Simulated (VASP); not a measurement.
# CdS (wurtzite type) (P6_3mc) in VASP: relaxation of cell and atoms with PBE

Aim: the relaxation of cell and atoms of CdS (wurtzite type) with PBE.

Everything below comes from runs of VASP 6.6.1. Logs are shortened: lines on timing, memory, paths and dates and some standing lists are left out, and cuts for length are marked.

**1. The cell of the first run**

Symmetry: P6_3mc, No. 186, hexagonal system. Conventional cell: a = 3.930 Å, b = 3.930 Å, c = 6.405 Å, α = 90.00°, β = 90.00°, γ = 120.00°. Within 3.2 Å of Cd (site symmetry 3m) lie 4 S at 2.40 to 2.41 Å. Within 3.2 Å of S (site symmetry 3m) lie 4 Cd at 2.40 to 2.41 Å.

**2. Relaxation of cell and atoms, PBE, target pressure 11 GPa, at which the enthalpy is minimised**

Input file INCAR:

```
PREC = Accurate
ENCUT = 600
EDIFF = 1E-6
ISMEAR = -1
SIGMA = 0.05
LREAL = False
LASPH = True
NELM = 100
ALGO = Normal
ISIF = 3
LWAVE = False
LCHARG = False
GGA = PE
IBRION = 2
NSW = 60
EDIFFG = -0.005
PSTRESS = 110.0
```

Input file KPOINTS:

```
regular mesh
0
Gamma
  9 9 5
```

Input file POSCAR:

```
CdS
1.0
    3.9296433970      0.0000000000      0.0000000000
   -1.9648216985      3.4031710096      0.0000000000
    0.0000000000      0.0000000000      6.4053187371
Cd S
2 2
Direct
    0.3333333333      0.6666666667      0.0000000000
    0.6666666667      0.3333333333      0.5000000000
    0.3333333333      0.6666666667      0.3760000000
    0.6666666667      0.3333333333      0.8760000000
```

Potentials or basis: VASP PAW PBE potentials, release 64 (Cd, S).

The run is started by

```
$ cat potpaw_PBE.64/Cd/POTCAR potpaw_PBE.64/S/POTCAR > POTCAR
$ mpirun -np 1 vasp_std > vasp.out
```

OUTCAR:

```text
PREC = Accurate
   ENCUT = 600
   EDIFF = 1E-6
   ISMEAR = -1
   LREAL = False
   LASPH = True
   NELM = 100
   ISIF = 3
   GGA = PE
   IBRION = 2
   NSW = 60
   EDIFFG = -0.005
   PSTRESS = 110.0

 ion  position               nearest neighbor table
   1  0.333  0.667  0.000-   4 2.40   4 2.40   4 2.40   3 2.41
   2  0.667  0.333  0.500-   3 2.40   3 2.40   3 2.40   4 2.41
   3  0.333  0.667  0.376-   2 2.40   2 2.40   2 2.40   1 2.41
   4  0.667  0.333  0.876-   1 2.40   1 2.40   1 2.40   2 2.41

  LATTYP: Found a hexagonal cell.
 ALAT       =     3.9296433970
 C/A-ratio  =     1.6300000000

  Lattice vectors:

 A1 = (   3.9296433970,   0.0000000000,   0.0000000000)
 A2 = (  -1.9648216985,   3.4031710096,   0.0000000000)
 A3 = (   0.0000000000,   0.0000000000,   6.4053187371)

Analysis of symmetry for initial positions (statically):
=====================================================================
 Subroutine PRICEL returns:
 Original cell was already a primitive cell.

 Routine SETGRP: Setting up the symmetry group for a
 hexagonal supercell.

 Subroutine GETGRP returns: Found 12 space group operations
 (whereof  6 operations were pure point group operations)
 out of a pool of 24 trial point group operations.

The static configuration has the point symmetry C_3v.
 The point group associated with its full space group is C_6v.

Analysis of symmetry for dynamics (positions and initial velocities):
=====================================================================
 Subroutine PRICEL returns:
 Original cell was already a primitive cell.

 Routine SETGRP: Setting up the symmetry group for a
 hexagonal supercell.

 Subroutine GETGRP returns: Found 12 space group operations
 (whereof  6 operations were pure point group operations)
 out of a pool of 24 trial point group operations.

The dynamic configuration has the point symmetry C_3v.
 The point group associated with its full space group is C_6v.

 Subroutine INISYM returns: Found 12 space group operations
 (whereof  6 operations are pure point group operations),
 and found     1 'primitive' translations

----------------------------------------------------------------------------------------

                                     Primitive cell

  volume of cell :      85.6599

  direct lattice vectors                    reciprocal lattice vectors
     3.929643397  0.000000000  0.000000000     0.254476017  0.146921797  0.000000000
    -1.964821698  3.403171010  0.000000000     0.000000000  0.293843594  0.000000000
[... 96 lines left out ...]
   ISYM   =      2    0-nonsym 1-usesym 2-fastsym
   POTIM  = 0.5000    time-step for ionic-motion
   TEBEG  =    0.0;   TEEND  =   0.0 temperature during run
   PSTRESS=  110.0 pullay stress
   NELECT =      36.0000    total number of electrons
   NUPDOWN=      -1.0000    fix difference up-down
   EMIN   =  10.00;   EMAX   =-10.00  energy-range for DOS
   EFERMI =   0.00;   METHOD = LEGACY
   ISMEAR =    -1;   SIGMA  =   0.05  broadening in eV -4-tet -1-fermi 0-gaus
   EFERMI_NEDOS =   21; number of points for ismear=-14 and -15
   IALGO  =     38    algorithm
   IMIX   =      4    mixing-type and parameters
     AMIX     =   0.40;   BMIX     =  1.00
     AMIX_MAG =   1.60;   BMIX_MAG =  1.00
  volume/ion in A,a.u.               =      21.41       144.52
  Fermi-wavevector in a.u.,A,eV,Ry     =   1.226262  2.317298 20.459317  1.503717
  Thomas-Fermi vector in A             =   2.361269
   LORBIT       =      0    0 simple, 1 ext, 2 COOP (PROOUT), +10 PAW based schemes
   GGA     = PE    functional components
   LHFCALC =     F    Hartree Fock is set to
   AEXX    =    0.0000 exact exchange contribution
   IVDW    =     0    specifies the selected vdW correction
   LEPSILON=     F    determine dielectric tensor
   LRPA    =     F    only Hartree local field effects (RPA)
 conjugate gradient relaxation of ions
 non-spin polarized calculation
  energy-cutoff  :      600.00
  volume of cell :       85.66
 maximum number of plane-waves:      2881
 NGX is ok and might be reduce to    32
   NGX = 15   NGY = 15   NGZ = 25

--------------------------------------- Ionic step        1  -------------------------------------------

 number of electron      36.0000000 magnetization

 Free energy of the ion-electron system (eV)
  ---------------------------------------------------
  ext. energy  EPLUGINS =         0.00000000
  ---------------------------------------------------
  free energy    TOTEN  =       -11.46182769 eV

  energy without entropy =      -11.46182769  energy(sigma->0) =      -11.46182769

------------------------ aborting loop because EDIFF is reached ----------------------------------------

  FORCE on cell =-STRESS in cart. coord.  units (eV):
  Direction    XX          YY          ZZ          XY          YZ          ZX
  --------------------------------------------------------------------------------------
  -------------------------------------------------------------------------------------
  Total        9.0307235      9.0307235      9.0362583      0.0000000     -0.0000000      0.0000000
  in kB      168.9100411    168.9100411    169.0135631      0.0000000     -0.0000000      0.0000000
  external PRESSURE =      58.9445485 kB  Pullay stress =     110.0000000 kB
[... 107 lines left out ...]
--------------------------------------- Ionic step        4  -------------------------------------------

 number of electron      36.0000001 magnetization

 Free energy of the ion-electron system (eV)
  ---------------------------------------------------
  ext. energy  EPLUGINS =         0.00000000
  ---------------------------------------------------
  free energy    TOTEN  =       -11.86110640 eV

  energy without entropy =      -11.86110639  energy(sigma->0) =      -11.86110640

 E-fermi :   2.9365     XC(G=0):  -9.5952

 val. band max:        2.1817194288   @ k =   0.0000   0.0000   0.0000
 cond. band min:       3.6223469856   @ k =   0.0000   0.0000   0.0000
 fundamental gap:      1.4406275568
 Fermi energy:         2.9365094750

 k-point     1 :       0.0000    0.0000    0.0000
  band No.  band energies     occupation
      1     -10.8288      2.00000
      2     -10.3014      2.00000
      3      -5.9311      2.00000
      4      -5.9182      2.00000
      5      -5.9182      2.00000
      6      -5.8101      2.00000
[... 589 lines left out ...]
     21       7.3841      0.00000
     22       9.2539      0.00000

 [... further k-points ...]

------------------------ aborting loop because EDIFF is reached ----------------------------------------

  FORCE on cell =-STRESS in cart. coord.  units (eV):
  Direction    XX          YY          ZZ          XY          YZ          ZX
  --------------------------------------------------------------------------------------
  -------------------------------------------------------------------------------------
  Total        6.1793268      6.1793268      6.2056825      0.0000000      0.0000000      0.0000000
  in kB      109.6617372    109.6617372    110.1294585      0.0000000      0.0000000      0.0000000
  external PRESSURE =      -0.1823557 kB  Pullay stress =     110.0000000 kB
[... 23 lines left out ...]
  energy  without entropy=      -11.8611063931  energy(sigma->0) =      -11.86110640

  enthalpy is  TOTEN    =        -5.6627188025 eV   P V=        6.1983875993

 reached required accuracy - stopping structural energy minimisation
```

CONTCAR:

```text
CdS
   1.00000000000000
     3.9990335683685352    0.0000000000000000    0.0000000000000000
    -1.9995167841842676    3.4632646607762307   -0.0000000000000000
     0.0000000000000000   -0.0000000000000000    6.5186234763451640
  Cd              S
     2     2
Direct
     0.3333333332999970    0.6666666667000030    0.0000683919489986
     0.6666666667000030    0.3333333332999970    0.5000683919489985
     0.3333333332999970    0.6666666667000030    0.3759316080509991
     0.6666666667000030    0.3333333332999970    0.8759316080509991

  0.00000000E+00  0.00000000E+00  0.00000000E+00
  0.00000000E+00  0.00000000E+00  0.00000000E+00
  0.00000000E+00  0.00000000E+00  0.00000000E+00
  0.00000000E+00  0.00000000E+00  0.00000000E+00
```

It took 3.1 min on 1 thread of Intel Xeon Platinum 8259CL at 2.50GHz (Skylake/Cascade Lake), shared host; peak memory 0.28 GiB.

Results:

```
Free energy                                                : -11.8611 eV
Relaxed volume                                             : 22.57 Å³/atom
Relaxed cell                                               : a = 3.999 Å, b = 3.999 Å, c = 6.519 Å, α = 90.00°, β = 90.00°, γ = 120.00°
Space group after relaxing (to 0.1 Å)                      : P6_3mc (No. 186)
Energy change on relaxing (the run minimises the enthalpy) : -99.8 meV/atom
Ionic steps                                                : 4
Pressure after relaxing                                    : 11.0 GPa
Largest force after relaxing                               : 0.004 eV/Å
Band gap on the k mesh                                     : 1.44 eV
```

Forces on the atoms (eV/Å):
```
Cd   0.000  0.000  0.004
Cd   0.000  0.000  0.004
S    0.000  0.000 -0.004
S    0.000  0.000 -0.004
```

Step by step:
| step | energy change (eV) | largest force (eV/Å) | pressure (GPa) | volume (Å³) |
| --- | --- | --- | --- | --- |
| 1 | 0.0000 | 0.0188 | 16.89 | 85.66 |
| 2 | -0.6848 | 0.0082 | 5.79 | 95.80 |
| 3 | -0.4059 | 0.0036 | 10.95 | 90.38 |
| 4 | -0.3993 | 0.0038 | 10.98 | 90.28 |

Final structure:
```yaml
crystal:
  lattice:
    - [3.99903, 0.00000, 0.00000]
    - [-1.99952, 3.46326, 0.00000]
    - [0.00000, 0.00000, 6.51862]
  atoms:
    - { symbol: Cd, position: [0.33333, 0.66667, 0.00007] }
    - { symbol: Cd, position: [0.66667, 0.33333, 0.50007] }
    - { symbol: S, position: [0.33333, 0.66667, 0.37593] }
    - { symbol: S, position: [0.66667, 0.33333, 0.87593] }
```

Levels at points of the mesh, in eV from the valence-band top:
| k point | band 15 | band 16 | band 17 | band 18 | band 19 | band 20 | band 21 | band 22 |
| --- | --- | --- | --- | --- | --- | --- | --- | --- |
| (0.00, 0.00, 0.00) | -0.90 | -0.07 | 0.00 | 0.00 | 1.44 | 2.92 | 6.45 | 6.45 |

Caveat: the cell is relaxed towards a set pressure, so the run minimises the enthalpy, not the energy.
